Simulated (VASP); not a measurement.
# AlN in VASP: further runs

AlN is run at these levels: PBE; tasks: single point.

All numbers are computed with VASP 6.6.1; they aren't measurements. Logs are shortened: lines on timing, memory, paths and dates and some standing lists are left out, and cuts for length are marked.

## 1. The cell of the first run

The typed cell holds 4 atoms: a = 3.130 Å, b = 3.130 Å, c = 5.017 Å, α = 90.00°, β = 90.00°, γ = 120.00°.

## 2. Single point, PBE

Contents of INCAR:

```
SYSTEM = AlN
ALGO = Normal ; EDIFF = 1E-6
ENCUT = 700 ; GGA = PE
GGA_COMPAT = .FALSE. ; ISIF = 2
ISMEAR = 0 ; ISYM = -1
LASPH = .TRUE. ; LCHARG = .FALSE.
LREAL = .FALSE. ; LWAVE = .FALSE.
NBANDS = 16 ; NELM = 120
PREC = Accurate ; SIGMA = 0.01
```

Contents of KPOINTS:

```
explicit points
8
Reciprocal
  0.12500000   0.12500000   0.12500000 1
  0.12500000   0.12500000   0.62500000 1
  0.12500000   0.62500000   0.12500000 1
  0.12500000   0.62500000   0.62500000 1
  0.62500000   0.12500000   0.12500000 1
  0.62500000   0.12500000   0.62500000 1
  0.62500000   0.62500000   0.12500000 1
  0.62500000   0.62500000   0.62500000 1
```

Contents of POSCAR:

```
AlN
1.0
    3.1297569546      0.0000000309      0.0000000000
   -1.5648785040      2.7104490149      0.0000000000
    0.0000000000      0.0000000000      5.0174032950
Al N
2 2
Direct
    0.6671048057      0.3329323772      0.5000247806
    0.3329323772      0.6671048057      0.0000247806
    0.6639230877      0.3360397294      0.8799752194
    0.3360397294      0.6639230877      0.3799752194
```

Potentials or basis: VASP PAW PBE potentials, release 64 (Al, N).

On the command line:

```sh
$ cat potpaw_PBE.64/Al/POTCAR potpaw_PBE.64/N/POTCAR > POTCAR
$ mpirun -np 1 vasp_std > vasp.out
```

OUTCAR:

```text
SYSTEM = AlN
   EDIFF = 1E-6
   ENCUT = 700
   GGA = PE
   ISIF = 2
   ISMEAR = 0
   ISYM = -1
   LASPH = .TRUE.
   LREAL = .FALSE.
   NELM = 120
   PREC = Accurate

 ion  position               nearest neighbor table
   1  0.667  0.333  0.500-   4 1.89   3 1.91   4 1.91   4 1.91   2 3.09   2 3.09   2 3.09   2 3.09
                             2 3.09   2 3.09
   2  0.333  0.667  0.000-   3 1.89   4 1.91   3 1.91   3 1.91   1 3.09   1 3.09   1 3.09   1 3.09
                             1 3.09   1 3.09
   3  0.664  0.336  0.880-   2 1.89   1 1.91   2 1.91   2 1.91
   4  0.336  0.664  0.380-   1 1.89   2 1.91   1 1.91   1 1.91

IMPORTANT INFORMATION: All symmetrisations will be switched off!
NOSYMM: (Re-)initialisation of all symmetry stuff for point group C_1.

----------------------------------------------------------------------------------------

                                     Primitive cell

  volume of cell :      42.5629

  direct lattice vectors                    reciprocal lattice vectors
     3.129756955  0.000000031  0.000000000     0.319513626  0.184471282  0.000000000
    -1.564878504  2.710449015  0.000000000    -0.000000004  0.368942559  0.000000000
     0.000000000  0.000000000  5.017403295     0.000000000  0.000000000  0.199306283

  length of vectors
     3.129756955  3.129756955  5.017403295     0.368942559  0.368942559  0.199306283

  position of ions in fractional coordinates (direct lattice)
     0.667104806  0.332932377  0.500024781
     0.332932377  0.667104806  0.000024781
     0.663923088  0.336039729  0.879975219
     0.336039729  0.663923088  0.379975219

  ion indices of the primitive-cell ions
   primitive index   ion index
                 1           1
                 2           2
                 3           3
                 4           4

----------------------------------------------------------------------------------------

 KPOINTS: explicit points

Read explicit list of k-points.

 Found      8 k-points:

 Following reciprocal coordinates:
            Coordinates               Weight
  0.125000  0.125000  0.125000      0.125000
  0.125000  0.125000  0.625000      0.125000
  0.125000  0.625000  0.125000      0.125000
  0.125000  0.625000  0.625000      0.125000
  0.625000  0.125000  0.125000      0.125000
  0.625000  0.125000  0.625000      0.125000
  0.625000  0.625000  0.125000      0.125000
  0.625000  0.625000  0.625000      0.125000
   k-points           NKPTS =      8   k-points in BZ     NKDIM =      8   number of bands    NBANDS=     16
   number of dos      NEDOS =    301   number of ions     NIONS =      4
   total plane-waves  NPLWV =  37632
   dimension x,y,z NGX =    28 NGY =   28 NGZ =   48
   dimension x,y,z NGXF=    56 NGYF=   56 NGZF=   96
   ions per type =               2   2
   NGX,Y,Z   is equivalent  to a cutoff of  14.87, 14.87, 15.90 a.u.
   NGXF,Y,Z  is equivalent  to a cutoff of  29.75, 29.75, 31.81 a.u.
 SYSTEM =  AlN
   PREC   = accura    normal or accurate (medium, high low for compatibility)
   ISTART =      0    job   : 0-new  1-cont  2-samecut
   ICHARG =      2    charge: 1-file 2-atom 10-const
   ISPIN  =      1    spin polarized calculation?
   LNONCOLLINEAR =      F non collinear calculations
   LSORBIT =      F    spin-orbit coupling
   LASPH  =      T    aspherical Exc in radial PAW
   ENCUT  =  700.0 eV  51.45 Ry    7.17 a.u.   6.75  6.75 10.82*2*pi/ulx,y,z
   NELM   =    120;   NELMIN=  2; NELMDL= -5     # of ELM steps
   EDIFF  = 0.1E-05   stopping-criterion for ELM
   LREAL  =      F    real-space projection
   EDIFFG = 0.1E-04   stopping-criterion for IOM
   NSW    =      0    number of steps for IOM
   IBRION =     -1    ionic relax: 0-MD 1-quasi-New 2-CG
   NFREE  =      0    steps in history (QN), initial steepest desc. (CG)
   ISIF   =      2    stress and relaxation
   ISYM   =     -1    0-nonsym 1-usesym 2-fastsym
   POTIM  = 0.5000    time-step for ionic-motion
   TEBEG  =    0.0;   TEEND  =   0.0 temperature during run
   PSTRESS=    0.0 pullay stress
   NELECT =      16.0000    total number of electrons
   NUPDOWN=      -1.0000    fix difference up-down
   EMIN   =  10.00;   EMAX   =-10.00  energy-range for DOS
   EFERMI =   0.00;   METHOD = LEGACY
   ISMEAR =     0;   SIGMA  =   0.01  broadening in eV -4-tet -1-fermi 0-gaus
   EFERMI_NEDOS =   21; number of points for ismear=-14 and -15
   IALGO  =     38    algorithm
   IMIX   =      4    mixing-type and parameters
     AMIX     =   0.40;   BMIX     =  1.00
     AMIX_MAG =   1.60;   BMIX_MAG =  1.00
  volume/ion in A,a.u.               =      10.64        71.81
  Fermi-wavevector in a.u.,A,eV,Ry     =   1.181511  2.232733 18.993310  1.395969
  Thomas-Fermi vector in A             =   2.317783
   LORBIT       =      0    0 simple, 1 ext, 2 COOP (PROOUT), +10 PAW based schemes
   GGA     = PE    functional components
   LHFCALC =     F    Hartree Fock is set to
   AEXX    =    0.0000 exact exchange contribution
   IVDW    =     0    specifies the selected vdW correction
   LEPSILON=     F    determine dielectric tensor
   LRPA    =     F    only Hartree local field effects (RPA)
 non-spin polarized calculation
 Gauss-broadening in eV      SIGMA  =   0.01
  energy-cutoff  :      700.00
  volume of cell :       42.56
 maximum number of plane-waves:      1794
 NGX is ok and might be reduce to    28

 number of electron      16.0000000 magnetization

 Free energy of the ion-electron system (eV)
  ---------------------------------------------------
  ext. energy  EPLUGINS =         0.00000000
  ---------------------------------------------------
  free energy    TOTEN  =       -30.17889234 eV

  energy without entropy =      -30.17889234  energy(sigma->0) =      -30.17889234

 E-fermi :   5.6028     XC(G=0): -10.8438

 val. band max:        5.5592675430   @ k =   0.1250   0.1250   0.1250
 cond. band min:      11.3476963443   @ k =   0.6250   0.6250   0.1250
 fundamental gap:      5.7884288012
 Fermi energy:         5.6028033715

 k-point     1 :       0.1250    0.1250    0.1250
  band No.  band energies     occupation
      1      -8.5443      2.00000
      2      -6.8858      2.00000
      3       0.8290      2.00000
      4       3.3782      2.00000
      5       3.4007      2.00000
      6       4.5988      2.00000
[... 8 lines left out ...]
     15      18.3597      0.00000
     16      19.3322      0.00000

 k-point     2 :       0.1250    0.1250    0.6250
  band No.  band energies     occupation
      1      -8.1390      2.00000
      2      -7.4678      2.00000
      3       1.6811      2.00000
      4       2.7493      2.00000
      5       4.0142      2.00000
      6       4.4956      2.00000
[... 8 lines left out ...]
     15      18.1606      0.00000
     16      18.6737      0.00000

 k-point     3 :       0.1250    0.6250    0.1250
  band No.  band energies     occupation
      1      -7.9127      2.00000
      2      -6.6344      2.00000
      3       1.3231      2.00000
      4       2.0374      2.00000
      5       2.6396      2.00000
      6       3.8782      2.00000
[... 8 lines left out ...]
     15      18.0764      0.00000
     16      20.0900      0.00000

 k-point     4 :       0.1250    0.6250    0.6250
  band No.  band energies     occupation
      1      -7.5772      2.00000
      2      -7.0515      2.00000
      3       1.2197      2.00000
      4       1.6918      2.00000
      5       3.6383      2.00000
      6       4.0526      2.00000
[... 8 lines left out ...]
     15      18.4435      0.00000
     16      19.4482      0.00000

 k-point     5 :       0.6250    0.1250    0.1250
  band No.  band energies     occupation
      1      -7.9127      2.00000
      2      -6.6344      2.00000
      3       1.3231      2.00000
      4       2.0374      2.00000
      5       2.6396      2.00000
      6       3.8782      2.00000
[... 8 lines left out ...]
     15      18.0764      0.00000
     16      20.0900      0.00000

 k-point     6 :       0.6250    0.1250    0.6250
  band No.  band energies     occupation
      1      -7.5772      2.00000
      2      -7.0515      2.00000
      3       1.2197      2.00000
      4       1.6918      2.00000
      5       3.6383      2.00000
      6       4.0526      2.00000
[... 8 lines left out ...]
     15      18.4435      0.00000
     16      19.4482      0.00000

 k-point     7 :       0.6250    0.6250    0.1250
  band No.  band energies     occupation
      1      -6.8905      2.00000
      2      -6.6396      2.00000
      3       1.0853      2.00000
      4       1.9016      2.00000
      5       2.1689      2.00000
      6       3.5698      2.00000
[... 8 lines left out ...]
     15      18.8063      0.00000
     16      20.3323      0.00000

 k-point     8 :       0.6250    0.6250    0.6250
  band No.  band energies     occupation
      1      -6.7897      2.00000
      2      -6.6839      2.00000
      3       0.9291      2.00000
      4       1.1465      2.00000
      5       2.1942      2.00000
      6       2.9156      2.00000
[... 8 lines left out ...]
     15      19.0387      0.00000
     16      20.2544      0.00000

------------------------ aborting loop because EDIFF is reached ----------------------------------------

  FORCE on cell =-STRESS in cart. coord.  units (eV):
  Direction    XX          YY          ZZ          XY          YZ          ZX
  --------------------------------------------------------------------------------------
  -------------------------------------------------------------------------------------
  Total        0.0215715     -1.2489844      0.6211108     -1.1003355      0.0332963      0.0192249
  in kB        0.8120089    -47.0150316     23.3802326    -41.4194990      1.2533596      0.7236747
  external PRESSURE =      -7.6075967 kB  Pullay stress =       0.0000000 kB

 VOLUME and BASIS-vectors are now :
 -----------------------------------------------------------------------------
  energy-cutoff  :      700.00
  volume of cell :       42.56
      direct lattice vectors                 reciprocal lattice vectors
     3.129756955  0.000000031  0.000000000     0.319513626  0.184471282  0.000000000
    -1.564878504  2.710449015  0.000000000    -0.000000004  0.368942559  0.000000000
     0.000000000  0.000000000  5.017403295     0.000000000  0.000000000  0.199306283

 POSITION                                       TOTAL-FORCE (eV/Angst)
 -----------------------------------------------------------------------------------
      1.56688      0.90240      2.50883         0.001177     -0.000555      0.007975
     -0.00194      1.80815      0.00012        -0.001069      0.000741      0.007972
      1.55206      0.91082      4.41519         0.003625     -0.002215     -0.007971
      0.01276      1.79953      1.90649        -0.003734      0.002029     -0.007976
 -----------------------------------------------------------------------------------
    total drift:                                0.000011      0.000021      0.000677

  FREE ENERGIE OF THE ION-ELECTRON SYSTEM (eV)
  ---------------------------------------------------
  free  energy   TOTEN  =       -30.1788923425 eV

  energy  without entropy=      -30.1788923424  energy(sigma->0) =      -30.17889234
```

Wall time 8.2 s (1 thread of Intel Xeon Platinum 8488C (Sapphire Rapids), shared host); peak memory 0.17 GiB.

What came out:

```
Free energy            : -30.1789 eV
Pressure               : -0.8 GPa
Largest force          : 0.009 eV/Å
Band gap on the k mesh : 5.79 eV (least direct gap 6.36 eV)
```

Forces on the atoms (eV/Å):
```
Al   0.001 -0.001  0.008
Al  -0.001  0.001  0.008
N    0.004 -0.002 -0.008
N   -0.004  0.002 -0.008
```

Stress tensor (GPa, compression positive):
```
 0.08 -4.14  0.07
-4.14 -4.70  0.13
 0.07  0.13  2.34
```

Levels at points of the mesh, in eV from the valence-band top:
```tsv
k point	band 4	band 5	band 6	band 7	band 8	band 9	band 10	band 11	band 12	band 13
(0.12, 0.12, 0.12)	-2.18	-2.16	-0.96	-0.26	0.00	6.36	8.45	8.87	9.38	11.71
```

Caveat: a shifted mesh leaves out Γ, where band edges can lie. A k mesh can miss the band edges.

## 3. Single point, PBE

This run uses another cell than the first one: it holds 16 atoms, not 4.

Contents of INCAR:

```
PREC = Accurate
ENCUT = 700
EDIFF = 1E-6
ISMEAR = 0
SIGMA = 0.01
LREAL = Auto
LASPH = T
NELM = 120
ALGO = Normal
ISIF = 2
LWAVE = F
LCHARG = T
GGA = PE
LELF = T
LVHAR = T
NBANDS = 46
ISYM = -1
GGA_COMPAT = F
```

Contents of KPOINTS:

```
explicit points
2
Reciprocal
  0.25000000   0.25000000   0.12500000 1
  0.25000000   0.25000000   0.62500000 1
```

Contents of POSCAR:

```
AlN
1.0
    6.2595139092      0.0000000618      0.0000000000
   -3.1297570081      5.4208980298      0.0000000000
    0.0000000000      0.0000000000      5.0174032950
Al N
8 8
Direct
    0.3335524029      0.1664661886      0.5000247806
    0.1664661886      0.3335524029      1.0000247806
    0.3335524029      0.6664661886      0.5000247806
    0.1664661886      0.8335524029      1.0000247806
    0.8335524029      0.1664661886      0.5000247806
    0.6664661886      0.3335524029      1.0000247806
    0.8335524029      0.6664661886      0.5000247806
    0.6664661886      0.8335524029      1.0000247806
    0.3319615438      0.1680198647      0.8799752194
    0.1680198647      0.3319615438      0.3799752194
    0.3319615438      0.6680198647      0.8799752194
    0.1680198647      0.8319615438      0.3799752194
    0.8319615438      0.1680198647      0.8799752194
    0.6680198647      0.3319615438      0.3799752194
    0.8319615438      0.6680198647      0.8799752194
    0.6680198647      0.8319615438      0.3799752194
```

Potentials or basis: VASP PAW PBE potentials, release 64 (Al, N).

On the command line:

```sh
$ cat potpaw_PBE.64/Al/POTCAR potpaw_PBE.64/N/POTCAR > POTCAR
$ mpirun -np 1 vasp_std > vasp.out
```

Wall time 47 s (1 thread of Intel Xeon Platinum 8488C (Sapphire Rapids), shared host); peak memory 0.33 GiB.

The run converged. Its results:

```
Free energy            : -120.7169 eV
Pressure               : -0.8 GPa
Largest force          : 0.010 eV/Å
Band gap on the k mesh : 5.79 eV
```

Forces on the atoms (eV/Å):
```
Al   0.001  0.000  0.008
Al  -0.001  0.000  0.008
Al   0.001  0.000  0.008
Al  -0.001  0.000  0.008
Al   0.001  0.000  0.008
Al  -0.001  0.000  0.008
Al   0.001  0.000  0.008
Al  -0.001  0.000  0.008
N    0.005 -0.003 -0.008
N   -0.005  0.003 -0.008
N    0.005 -0.003 -0.008
N   -0.005  0.003 -0.008
N    0.005 -0.003 -0.008
N   -0.005  0.003 -0.008
N    0.005 -0.003 -0.008
N   -0.005  0.003 -0.008
```

Stress tensor (GPa, compression positive):
```
 0.09 -4.14  0.07
-4.14 -4.69  0.13
 0.07  0.13  2.32
```

Levels at points of the mesh, in eV from the valence-band top:
```csv
k point,band 30,band 31,band 32,band 33,band 34,band 35
"(0.25, 0.25, 0.12)",-0.37,-0.26,0.00,5.79,6.35,6.80
```

Caveat: a shifted mesh leaves out Γ, where band edges can lie. A k mesh can miss the band edges.
